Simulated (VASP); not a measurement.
# Co in VASP: single point with PBE

Aim: the single point of Co with PBE.

Everything below comes from runs of VASP 6.6.1. Logs are shortened: lines on timing, memory, paths and dates and some standing lists are left out, and cuts for length are marked.

### Step 1. The cell of the first run

The cell holds a slab with vacuum, 7 atoms: a = 2.540 Å, b = 2.540 Å, c = 30.774 Å, α = 90.00°, β = 90.00°, γ = 90.00°.

### Step 2. Single point, PBE, collinear spin, ferromagnetic start

INCAR

```
  ALGO = Normal
  DIPOL = 0.5 0.5 0.496
  EDIFF = 1E-6
  ENCUT = 520
  GGA = PE
  GGA_COMPAT = False
  IDIPOL = 3
  ISIF = 2
  ISMEAR = 0
  ISPIN = 2
  LASPH = True
  LCHARG = False
  LDIPOL = True
  LMAXMIX = 4
  LORBIT = 11
  LREAL = False
  LWAVE = False
  MAGMOM = 3 3 3 3 3 3 3
  NBANDS = 44
  NELM = 200
  NELMDL = -8
  PREC = Accurate
  SIGMA = 0.1
```

KPOINTS

```
k-points
0
Gamma
  10 10 1
```

POSCAR

```
Co
1.0
    2.5395032900      0.0000000000      0.0000000000
    0.0000000000      2.5395032900      0.0000000000
    0.0000000000      0.0000000000     30.7741999383
Co
7
Direct
    0.5000000000      0.5000000000      0.3249475216
    0.0000000000      0.0000000000      0.3832983478
    0.5000000000      0.5000000000      0.4416491739
    0.0000000000      0.0000000000      0.4970553034
    0.5000000000      0.5000000000      0.5525533566
    0.0000000000      0.0000000000      0.6094014910
    0.5000000000      0.5000000000      0.6624385612
```

Potentials or basis: VASP PAW PBE potentials, release 64 (Co).

The run is started by

```console
> cat potpaw_PBE.64/Co/POTCAR > POTCAR
> mpirun -np 1 vasp_std > vasp.out
```

OUTCAR:

```text
EDIFF = 1E-6
   ENCUT = 520
   GGA = PE
   ISIF = 2
   ISMEAR = 0
   ISPIN = 2
   LASPH = True
   LORBIT = 11
   LREAL = False
   NELM = 200
   NELMDL = -8
   PREC = Accurate

 ion  position               nearest neighbor table
   1  0.500  0.500  0.325-   2 2.54   2 2.54   2 2.54   2 2.54
   2  0.000  0.000  0.383-   3 2.54   3 2.54   3 2.54   3 2.54   1 2.54   1 2.54   1 2.54   1 2.54

   3  0.500  0.500  0.442-   4 2.48   4 2.48   4 2.48   4 2.48   2 2.54   2 2.54   2 2.54   2 2.54

   4  0.000  0.000  0.497-   3 2.48   3 2.48   3 2.48   3 2.48   5 2.48   5 2.48   5 2.48   5 2.48

   5  0.500  0.500  0.553-   4 2.48   4 2.48   4 2.48   4 2.48   6 2.51   6 2.51   6 2.51   6 2.51

   6  0.000  0.000  0.609-   7 2.43   7 2.43   7 2.43   7 2.43   5 2.51   5 2.51   5 2.51   5 2.51

   7  0.500  0.500  0.662-   6 2.43   6 2.43   6 2.43   6 2.43

  LATTYP: Found a simple tetragonal cell.
 ALAT       =     2.5395032900
 C/A-ratio  =    12.1181965227

  Lattice vectors:

 A1 = (   2.5395032900,   0.0000000000,   0.0000000000)
 A2 = (   0.0000000000,   2.5395032900,   0.0000000000)
 A3 = (   0.0000000000,   0.0000000000,  30.7741999383)

Analysis of symmetry for initial positions (statically):
=====================================================================
 Subroutine PRICEL returns:
 Original cell was already a primitive cell.

 Routine SETGRP: Setting up the symmetry group for a
 simple tetragonal supercell.

 Subroutine GETGRP returns: Found  8 space group operations
 (whereof  8 operations were pure point group operations)
 out of a pool of 16 trial point group operations.

The static configuration has the point symmetry C_4v.

Analysis of symmetry for dynamics (positions and initial velocities):
=====================================================================
 Subroutine PRICEL returns:
 Original cell was already a primitive cell.

 Routine SETGRP: Setting up the symmetry group for a
 simple tetragonal supercell.

 Subroutine GETGRP returns: Found  8 space group operations
 (whereof  8 operations were pure point group operations)
 out of a pool of 16 trial point group operations.

The dynamic configuration has the point symmetry C_4v.

Analysis of structural, dynamic, and magnetic symmetry:
=====================================================================
 Subroutine PRICEL returns:
[... 160 lines left out ...]
 Free energy of the ion-electron system (eV)
  ---------------------------------------------------
  ext. energy  EPLUGINS =         0.00000000
  ---------------------------------------------------
  free energy    TOTEN  =       -47.08282520 eV

  energy without entropy =      -47.04550419  energy(sigma->0) =      -47.06416469

 E-fermi :   1.2756     XC(G=0):  -5.9083

 val. band max:        1.2754143586   @ k =   0.3000   0.3000   0.0000
 cond. band min:       1.2858700445   @ k =   0.3000   0.2000   0.0000
 fundamental gap:      0.0104556859
 Fermi energy:         1.2755555941

 spin component 1

 k-point     1 :       0.0000    0.0000    0.0000
  band No.  band energies     occupation
      1      -7.3766      1.00000
      2      -6.6663      1.00000
      3      -5.6742      1.00000
      4      -4.5124      1.00000
      5      -3.8932      1.00000
      6      -3.8178      1.00000
[... 955 lines left out ...]
     42       8.6076      0.00000
     43       8.6076      0.00000
 Fermi energy:         1.2755555941

 spin component 2

 k-point     1 :       0.0000    0.0000    0.0000
  band No.  band energies     occupation
      1      -7.3505      1.00000
      2      -6.6267      1.00000
      3      -5.6015      1.00000
      4      -4.2938      1.00000
      5      -3.1614      1.00000
      6      -2.6539      1.00000
[... 955 lines left out ...]
     42       9.0710      0.00000
     43       9.0710      0.00000
 [bands above 43 left out]

------------------------ aborting loop because EDIFF is reached ----------------------------------------

 vacuum level on the upper side and lower side of the slab       (xc-potential included)        -0.021         0.010

  FORCE on cell =-STRESS in cart. coord.  units (eV):
  Direction    XX          YY          ZZ          XY          YZ          ZX
  --------------------------------------------------------------------------------------
  -------------------------------------------------------------------------------------
  Total       -4.6770426     -4.6770426     -2.2585191      0.0000000      0.0000000      0.0000000
  in kB      -37.7570087    -37.7570087    -18.2326590      0.0000000      0.0000000      0.0000000
  external PRESSURE =     -31.2488921 kB  Pullay stress =       0.0000000 kB

 VOLUME and BASIS-vectors are now :
 -----------------------------------------------------------------------------
  energy-cutoff  :      520.00
  volume of cell :      198.47
      direct lattice vectors                 reciprocal lattice vectors
     2.539503290  0.000000000  0.000000000     0.393777793  0.000000000  0.000000000
     0.000000000  2.539503290  0.000000000     0.000000000  0.393777793  0.000000000
     0.000000000  0.000000000 30.774199938     0.000000000  0.000000000  0.032494752

 POSITION                                       TOTAL-FORCE (eV/Angst)
 -----------------------------------------------------------------------------------
      1.26975      1.26975     10.00000         0.000000      0.000000      0.758568
      0.00000      0.00000     11.79570         0.000000      0.000000     -0.370059
      1.26975      1.26975     13.59140        -0.000000      0.000000     -0.361677
      0.00000      0.00000     15.29648         0.000000      0.000000      0.002328
      1.26975      1.26975     17.00439         0.000000     -0.000000      0.000872
      0.00000      0.00000     18.75384         0.000000      0.000000     -0.000510
      1.26975      1.26975     20.38602         0.000000     -0.000000     -0.029521
 -----------------------------------------------------------------------------------
    total drift:                               -0.000000      0.000000      0.000091

  FREE ENERGIE OF THE ION-ELECTRON SYSTEM (eV)
  ---------------------------------------------------
  free  energy   TOTEN  =       -47.0828251962 eV

  energy  without entropy=      -47.0455041902  energy(sigma->0) =      -47.06416469

 vacuum level on the upper side and lower side of the slab         5.754         5.787

 total charge

# of ion       s       p       d       tot
------------------------------------------
    1        0.446   0.327   7.196   7.968
    2        0.462   0.468   7.218   8.148
    3        0.475   0.493   7.230   8.199
    4        0.485   0.511   7.248   8.245
    5        0.480   0.503   7.238   8.221
    6        0.487   0.519   7.256   8.262
    7        0.468   0.364   7.227   8.059
--------------------------------------------------
tot          3.304   3.186  50.613  57.102

 magnetization (x)

# of ion       s       p       d       tot
------------------------------------------
    1        0.003  -0.024   1.926   1.905
    2       -0.011  -0.045   1.800   1.745
    3       -0.011  -0.046   1.772   1.716
    4       -0.012  -0.049   1.739   1.678
    5       -0.010  -0.044   1.762   1.708
    6       -0.012  -0.047   1.746   1.686
    7        0.001  -0.024   1.892   1.869
--------------------------------------------------
tot         -0.051  -0.279  12.637  12.307
```

OSZICAR:

```text
N       E                     dE             d eps       ncg     rms          rms(c)
DAV:   1     0.480172125818E+03    0.48017E+03   -0.28294E+04  3696   0.153E+03
DAV:   2    -0.160453357101E+02   -0.49622E+03   -0.47046E+03  3708   0.336E+02
DAV:   3    -0.518836876386E+02   -0.35838E+02   -0.33232E+02  3992   0.130E+02
[... 13 lines left out ...]
DAV:  63    -0.470828106909E+02   -0.11263E-04   -0.87881E-07  2568   0.599E-03    0.294E-03
DAV:  64    -0.470828183290E+02   -0.76381E-05   -0.50781E-07  2524   0.371E-03    0.180E-03
DAV:  65    -0.470828194608E+02   -0.11318E-05   -0.10610E-07  2164   0.284E-03    0.657E-04
DAV:  66    -0.470828243308E+02   -0.48700E-05   -0.65655E-08  2168   0.152E-03    0.614E-04
DAV:  67    -0.470828251962E+02   -0.86540E-06   -0.31478E-08  2188   0.132E-03
   1 F= -.47082825E+02 E0= -.47064165E+02  d E =-.373210E-01  mag=    12.1984
```

stdout:

```text
POSCAR found type information on POSCAR Co
 POSCAR found :  1 types and       7 ions
 scaLAPACK will be used
 LDA part: xc-table for (Slater+PW92), standard interpolation
 POSCAR, INCAR and KPOINTS ok, starting setup
 FFT: planning ... GRIDC
 FFT: planning ... GRID_SOFT
 FFT: planning ... GRID
 WAVECAR not read
 entering main loop
```

It took 13 min on 1 thread of Intel Xeon 6975P-C (Granite Rapids), shared host; peak memory 0.5 GiB.

What came out:

```yaml
Free_energy: -47.0828 eV
Largest_force: 0.759 eV/Å
Net_moment: 12.20 μB per cell
Site_moments: Co +1.91, +1.75, +1.72, +1.68, +1.71, +1.69, +1.87 μB
Valence_electrons_inside_the_program's_atomic_spheres: Co 7.97, 8.15, 8.20, 8.24, 8.22, 8.26, 8.06
```

Forces in eV/Å, atoms in the order of the input:
```
Co   0.000  0.000  0.759
Co   0.000  0.000 -0.370
Co   0.000  0.000 -0.362
Co   0.000  0.000  0.002
Co   0.000  0.000  0.001
Co   0.000  0.000 -0.001
Co   0.000  0.000 -0.030
```

Levels at points of the mesh, in eV from the Fermi level:
Spin up:
| k point | band 35 | band 36 | band 37 | band 38 | band 39 | band 40 | band 41 | band 42 |
| --- | --- | --- | --- | --- | --- | --- | --- | --- |
| (0.00, 0.00, 0.00) | -1.13 | -1.00 | -0.97 | -0.97 | -0.68 | -0.68 | -0.37 | 0.98 |
| (0.50, 0.00, 0.00) | -0.85 | -0.02 | 0.15 | 0.49 | 0.54 | 0.72 | 0.74 | 0.77 |
| (0.50, 0.50, 0.00) | -0.52 | 2.66 | 2.66 | 3.91 | 3.91 | 5.45 | 5.45 | 7.33 |
Spin down:
| k point | band 22 | band 23 | band 24 | band 25 | band 26 | band 27 | band 28 | band 29 | band 30 | band 31 |
| --- | --- | --- | --- | --- | --- | --- | --- | --- | --- | --- |
| (0.00, 0.00, 0.00) | -0.53 | -0.12 | -0.09 | -0.09 | 0.07 | 0.18 | 0.33 | 0.35 | 0.42 | 0.42 |
| (0.50, 0.00, 0.00) | -0.87 | -0.85 | -0.56 | -0.43 | -0.25 | -0.10 | 0.09 | 0.16 | 0.52 | 0.55 |
| (0.50, 0.50, 0.00) | 0.59 | 0.81 | 0.86 | 0.86 | 0.89 | 1.08 | 1.08 | 1.15 | 1.16 | 1.17 |
